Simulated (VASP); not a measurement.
# SiRuCl (Pmmm) in VASP: single point with PBE

Aim: the single point of SiRuCl with PBE.

Everything below comes from runs of VASP 6.6.1. Logs are shortened: lines on timing, memory, paths and dates and some standing lists are left out, and cuts for length are marked.

## Step 1: The cell of the first run

Symmetry: Pmmm, No. 47, orthorhombic system. The conventional cell has a = 2.886 Å, b = 4.683 Å, c = 4.768 Å, α = 90.00°, β = 90.00°, γ = 90.00°. Si (site symmetry mmm) has 2 Ru at 2.34 Å and 4 Cl at 2.79 Å and 2 Si at 2.89 Å within 3.1 Å. Ru (site symmetry mmm) has 2 Si at 2.34 Å and 2 Ru at 2.89 Å within 3.1 Å. Cl (site symmetry mmm) has 4 Si at 2.79 Å and 2 Cl at 2.89 Å and 8 Ru at 3.64 Å within 3.7 Å.

The cell was generated, and may not be a known phase.

## Step 2: Single point, PBE, collinear spin, ferromagnetic start

The input, INCAR:

```
SYSTEM = SiRuCl
  PREC = Accurate
  ENCUT = 520
  EDIFF = 1E-7
  ISMEAR = 0
  SIGMA = 0.1
  LREAL = .FALSE.
  LASPH = .TRUE.
  NELM = 150
  ALGO = Normal
  ISIF = 2
  LWAVE = .FALSE.
  LCHARG = .FALSE.
  ISPIN = 2
  MAGMOM = 0 1 0
  LORBIT = 11
  LMAXMIX = 4
  GGA = PE
  NBANDS = 24
```

The input, KPOINTS:

```
Automatic mesh
0
G
  6 6 6
  0 0 0
```

The input, POSCAR:

```
SiRuCl
1.0
    2.8862361309      0.0000000000      0.0000000000
    0.0000000000      4.7680906688      0.0000000000
    0.0000000000      0.0000000000      4.6833843652
Si Ru Cl
1 1 1
Direct
    0.5000000000      0.5000000000      0.0000000000
    0.5000000000      0.5000000000      0.5000000000
    0.0000000000      0.0000000000      0.0000000000
```

Potentials or basis: VASP PAW PBE potentials, release 64 (Si, Ru_pv, Cl).

Command:

```sh
> cat potpaw_PBE.64/Si/POTCAR potpaw_PBE.64/Ru_pv/POTCAR potpaw_PBE.64/Cl/POTCAR > POTCAR
> mpirun -np 1 vasp_std > vasp.out
```

OUTCAR:

```text
SYSTEM = SiRuCl
   PREC = Accurate
   ENCUT = 520
   EDIFF = 1E-7
   ISMEAR = 0
   LREAL = .FALSE.
   LASPH = .TRUE.
   NELM = 150
   ISIF = 2
   ISPIN = 2
   LORBIT = 11
   GGA = PE

 ion  position               nearest neighbor table
   1  0.500  0.500  0.000-   2 2.34   2 2.34   3 2.79   3 2.79   3 2.79   3 2.79
   2  0.500  0.500  0.500-   1 2.34   1 2.34
   3  0.000  0.000  0.000-   1 2.79   1 2.79   1 2.79   1 2.79

  LATTYP: Found a simple orthorhombic cell.
 ALAT       =     2.8862361309
 B/A-ratio  =     1.6226615401
 C/A-ratio  =     1.6520099024

  Lattice vectors:

 A1 = (  -2.8862361309,   0.0000000000,   0.0000000000)
 A2 = (   0.0000000000,   0.0000000000,   4.6833843652)
 A3 = (   0.0000000000,   4.7680906688,   0.0000000000)

Analysis of symmetry for initial positions (statically):
=====================================================================
 Subroutine PRICEL returns:
 Original cell was already a primitive cell.

 Routine SETGRP: Setting up the symmetry group for a
 simple orthorhombic supercell.

 Subroutine GETGRP returns: Found  8 space group operations
 (whereof  8 operations were pure point group operations)
 out of a pool of  8 trial point group operations.

The static configuration has the point symmetry D_2h.

Analysis of symmetry for dynamics (positions and initial velocities):
=====================================================================
 Subroutine PRICEL returns:
 Original cell was already a primitive cell.

 Routine SETGRP: Setting up the symmetry group for a
 simple orthorhombic supercell.

 Subroutine GETGRP returns: Found  8 space group operations
 (whereof  8 operations were pure point group operations)
 out of a pool of  8 trial point group operations.

The dynamic configuration has the point symmetry D_2h.

Analysis of structural, dynamic, and magnetic symmetry:
=====================================================================
 Subroutine PRICEL returns:
 Original cell was already a primitive cell.

 Routine SETGRP: Setting up the symmetry group for a
 simple orthorhombic supercell.

 Subroutine GETGRP returns: Found  8 space group operations
 (whereof  8 operations were pure point group operations)
 out of a pool of  8 trial point group operations.

The overall configuration has the point symmetry D_2h.

 Subroutine INISYM returns: Found  8 space group operations
 (whereof  8 operations are pure point group operations),
 and found     1 'primitive' translations

----------------------------------------------------------------------------------------

                                     Primitive cell

  volume of cell :      64.4520

  direct lattice vectors                    reciprocal lattice vectors
     2.886236131  0.000000000  0.000000000     0.346471998  0.000000000  0.000000000
     0.000000000  4.768090669  0.000000000     0.000000000  0.209727555  0.000000000
     0.000000000  0.000000000  4.683384365     0.000000000  0.000000000  0.213520805

  length of vectors
     2.886236131  4.768090669  4.683384365     0.346471998  0.209727555  0.213520805

  position of ions in fractional coordinates (direct lattice)
     0.500000000  0.500000000  0.000000000
     0.500000000  0.500000000  0.500000000
     0.000000000  0.000000000  0.000000000

  ion indices of the primitive-cell ions
   primitive index   ion index
                 1           1
                 2           2
                 3           3

----------------------------------------------------------------------------------------

 KPOINTS: Automatic mesh

Automatic generation of k-mesh.
 Grid dimensions read from file:
 generate k-points for:    6    6    6

 Generating k-lattice:

  Cartesian coordinates                     Fractional coordinates (reciprocal lattice)
     0.057745333  0.000000000  0.000000000     0.166666667  0.000000000  0.000000000
     0.000000000  0.034954593  0.000000000     0.000000000  0.166666667  0.000000000
     0.000000000  0.000000000  0.035586801     0.000000000  0.000000000  0.166666667

  Length of vectors
     0.057745333  0.034954593  0.035586801

  Shift w.r.t. Gamma in fractional coordinates (k-lattice)
     0.000000000  0.000000000  0.000000000

 Subroutine IBZKPT returns following result:
 ===========================================

 Found     64 irreducible k-points:

 Following reciprocal coordinates:
            Coordinates               Weight
  0.000000  0.000000  0.000000      1.000000
  0.166667  0.000000  0.000000      2.000000
  0.333333  0.000000  0.000000      2.000000
  0.500000  0.000000  0.000000      1.000000
  0.000000  0.166667  0.000000      2.000000
  0.166667  0.166667  0.000000      4.000000
[... 16 lines left out ...]
  0.333333  0.166667  0.166667      8.000000
  0.500000  0.166667  0.166667      4.000000
 [... further k-points ...]
   k-points           NKPTS =     64   k-points in BZ     NKDIM =     64   number of bands    NBANDS=     24
   number of dos      NEDOS =    301   number of ions     NIONS =      3
   total plane-waves  NPLWV =  31104
   dimension x,y,z NGX =    24 NGY =   36 NGZ =   36
   dimension x,y,z NGXF=    48 NGYF=   72 NGZF=   72
   ions per type =               1   1   1
   NGX,Y,Z   is equivalent  to a cutoff of  13.82, 12.55, 12.78 a.u.
   NGXF,Y,Z  is equivalent  to a cutoff of  27.65, 25.10, 25.56 a.u.
 SYSTEM =  SiRuCl
   PREC   = accura    normal or accurate (medium, high low for compatibility)
   ISTART =      0    job   : 0-new  1-cont  2-samecut
   ICHARG =      2    charge: 1-file 2-atom 10-const
   ISPIN  =      2    spin polarized calculation?
   LNONCOLLINEAR =      F non collinear calculations
   LSORBIT =      F    spin-orbit coupling
   LASPH  =      T    aspherical Exc in radial PAW
   ENCUT  =  520.0 eV  38.22 Ry    6.18 a.u.   5.37  8.87  8.71*2*pi/ulx,y,z
   NELM   =    150;   NELMIN=  2; NELMDL= -5     # of ELM steps
   EDIFF  = 0.1E-06   stopping-criterion for ELM
   LREAL  =      F    real-space projection
   EDIFFG = 0.1E-05   stopping-criterion for IOM
   NSW    =      0    number of steps for IOM
   IBRION =     -1    ionic relax: 0-MD 1-quasi-New 2-CG
   NFREE  =      0    steps in history (QN), initial steepest desc. (CG)
   ISIF   =      2    stress and relaxation
   ISYM   =      2    0-nonsym 1-usesym 2-fastsym
   POTIM  = 0.5000    time-step for ionic-motion
   TEBEG  =    0.0;   TEEND  =   0.0 temperature during run
   PSTRESS=    0.0 pullay stress
   NELECT =      25.0000    total number of electrons
   NUPDOWN=      -1.0000    fix difference up-down
   EMIN   =  10.00;   EMAX   =-10.00  energy-range for DOS
   EFERMI =   0.00;   METHOD = LEGACY
   ISMEAR =     0;   SIGMA  =   0.10  broadening in eV -4-tet -1-fermi 0-gaus
   EFERMI_NEDOS =   21; number of points for ismear=-14 and -15
   IALGO  =     38    algorithm
   IMIX   =      4    mixing-type and parameters
     AMIX     =   0.40;   BMIX     =  1.00
     AMIX_MAG =   1.60;   BMIX_MAG =  1.00
  volume/ion in A,a.u.               =      21.48       144.98
  Fermi-wavevector in a.u.,A,eV,Ry     =   1.193922  2.256186 19.394435  1.425451
  Thomas-Fermi vector in A             =   2.329925
   LORBIT       =     11    0 simple, 1 ext, 2 COOP (PROOUT), +10 PAW based schemes
   GGA     = PE    functional components
   LHFCALC =     F    Hartree Fock is set to
   AEXX    =    0.0000 exact exchange contribution
   IVDW    =     0    specifies the selected vdW correction
   LEPSILON=     F    determine dielectric tensor
   LRPA    =     F    only Hartree local field effects (RPA)
 spin polarized calculation
 Gauss-broadening in eV      SIGMA  =   0.10
  energy-cutoff  :      520.00
  volume of cell :       64.45
 maximum number of plane-waves:      1787
 NGX is ok and might be reduce to    24
   NGX = 11   NGY = 17   NGZ = 17

 number of electron      24.9999994 magnetization       1.8577874

 Free energy of the ion-electron system (eV)
  ---------------------------------------------------
  ext. energy  EPLUGINS =         0.00000000
  ---------------------------------------------------
  free energy    TOTEN  =       -13.77211525 eV

  energy without entropy =      -13.76453638  energy(sigma->0) =      -13.76832581

 E-fermi :   4.7541     XC(G=0):  -9.7708

 val. band max:        4.7516986222   @ k =   0.5000   0.1667   0.1667
 cond. band min:       4.7672800988   @ k =   0.1667   0.0000   0.5000
 fundamental gap:      0.0155814767
 Fermi energy:         4.7541310445

 spin component 1

 k-point     1 :       0.0000    0.0000    0.0000
  band No.  band energies     occupation
      1     -37.7294      1.00000
      2     -37.6302      1.00000
      3     -37.5618      1.00000
      4     -10.9443      1.00000
      5      -3.4784      1.00000
      6      -0.7235      1.00000
[... 16 lines left out ...]
     23      17.5301      0.00000
     24      18.5354      0.00000
[... 598 lines left out ...]
      2     -37.7044      1.00000
      3     -37.5358      1.00000
      4      -9.6743      1.00000
      5      -2.3446      1.00000
      6       0.2637      1.00000
[... 16 lines left out ...]
     23      16.2013      0.00000
     24      16.2013      0.00000

 [... further k-points ...]

 spin component 2

 k-point     1 :       0.0000    0.0000    0.0000
  band No.  band energies     occupation
      1     -36.6874      1.00000
      2     -36.3272      1.00000
      3     -36.2266      1.00000
      4     -10.8913      1.00000
      5      -3.4387      1.00000
      6      -0.7131      1.00000
[... 16 lines left out ...]
     23      18.0758      0.00000
     24      18.7333      0.00000
[... 598 lines left out ...]
      2     -36.5979      1.00000
      3     -36.2006      1.00000
      4      -9.6124      1.00000
      5      -2.2940      1.00000
      6       0.3408      1.00000
[... 16 lines left out ...]
     23      16.2568      0.00000
     24      16.6963      0.00000

 [... further k-points ...]
[... 5 lines left out ...]
  --------------------------------------------------------------------------------------
  -------------------------------------------------------------------------------------
  Total       -0.0087130      0.0327407     -0.0321086      0.0000000      0.0000000      0.0000000
  in kB       -0.2165914      0.8138847     -0.7981707      0.0000000      0.0000000      0.0000000
  external PRESSURE =      -0.0669591 kB  Pullay stress =       0.0000000 kB

 VOLUME and BASIS-vectors are now :
 -----------------------------------------------------------------------------
  energy-cutoff  :      520.00
  volume of cell :       64.45
      direct lattice vectors                 reciprocal lattice vectors
     2.886236131  0.000000000  0.000000000     0.346471998  0.000000000  0.000000000
     0.000000000  4.768090669  0.000000000     0.000000000  0.209727555  0.000000000
     0.000000000  0.000000000  4.683384365     0.000000000  0.000000000  0.213520805

 POSITION                                       TOTAL-FORCE (eV/Angst)
 -----------------------------------------------------------------------------------
      1.44312      2.38405      0.00000         0.000000      0.000000      0.000000
      1.44312      2.38405      2.34169         0.000000      0.000000      0.000000
      0.00000      0.00000      0.00000         0.000000      0.000000      0.000000
 -----------------------------------------------------------------------------------
    total drift:                                0.000000      0.000000     -0.000000

  FREE ENERGIE OF THE ION-ELECTRON SYSTEM (eV)
  ---------------------------------------------------
  free  energy   TOTEN  =       -13.7721152459 eV

  energy  without entropy=      -13.7645363775  energy(sigma->0) =      -13.76832581

 total charge

# of ion       s       p       d       tot
------------------------------------------
    1        0.896   0.650   0.000   1.546
    2        0.295   6.109   6.102  12.506
    3        1.626   3.439   0.000   5.066
--------------------------------------------------
tot          2.817  10.198   6.102  19.117

 magnetization (x)

# of ion       s       p       d       tot
------------------------------------------
    1        0.001  -0.026   0.000  -0.025
    2        0.053   0.010   1.579   1.642
    3        0.001   0.051   0.000   0.052
--------------------------------------------------
tot          0.056   0.035   1.579   1.670
```

It took 4.2 min on 1 thread of Intel Xeon 6975P-C (Granite Rapids), shared host; peak memory 0.3 GiB.

What came out:

```yaml
Free_energy: -13.7721 eV
Pressure: 0.0 GPa
Net_moment: 1.86 μB per cell
Site_moments: Si -0.03; Ru +1.64; Cl +0.05 μB
Valence_electrons_inside_the_program's_atomic_spheres: Si 1.55; Ru 12.51; Cl 5.07
```

Caveat: the k points lie up to 0.36 Å⁻¹ apart.
